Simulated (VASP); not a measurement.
Here is a VASP 6.6.1 calculation.

File INCAR:

```
  ALGO = Normal
  EDIFF = 1E-7
  ENCUT = 520
  GGA = PS
  ISIF = 2
  ISMEAR = -1
  LASPH = True
  LCHARG = False
  LREAL = False
  LWAVE = False
  NBANDS = 37
  NELM = 60
  PREC = Accurate
  SIGMA = 0.05
```

The input KPOINTS:

```
k-points
0
Gamma
  4 4 4
```

The input POSCAR:

```
NaGeBr5
1.0
   -1.1359157171      4.8866877407      4.7178954732
    4.3292769251     -4.7901467210      5.9570400187
    1.1530162173      4.7692856529     -4.6645841107
Na Ge Br
1 1 5
Direct
    0.4993795886      0.7185000704      0.2206994714
   -0.0008312619     -0.2815679243     -0.2795352479
    0.8034277041      0.4840600583      0.2876668283
    0.1946759562      0.4843974335      0.6851219398
    0.1957713043     -0.0465429181     -0.2434132709
    0.8038759977      0.9519736132      0.1512169960
    0.5014526096      0.2184035068      0.7177576534
```

Potentials or basis: VASP PAW PBE potentials, release 64 (Na_pv, Ge_d, Br).

Run with:

```bash
$ cat potpaw_PBE.64/Na_pv/POTCAR potpaw_PBE.64/Ge_d/POTCAR potpaw_PBE.64/Br/POTCAR > POTCAR
$ mpirun -np 1 vasp_std > vasp.out
```

Q: Estimate the largest force.

A: 0.006 eV/Å.

Q: Predict the band gap on the k mesh.

A: 2.06 eV (least direct gap 2.27 eV).

Q: Estimate the pressure.

A: 0.0 GPa.

Forces on the atoms (eV/Å):
```
Na  -0.001  0.000 -0.001
Ge   0.001  0.003 -0.002
Br  -0.002 -0.002  0.000
Br   0.001 -0.002 -0.001
Br   0.002 -0.001  0.006
Br  -0.003  0.003  0.001
Br   0.002  0.000 -0.003
```

Caveat: the PAW data sets were made with another functional, which shifts forces and pressure a little. A k mesh can miss the band edges.
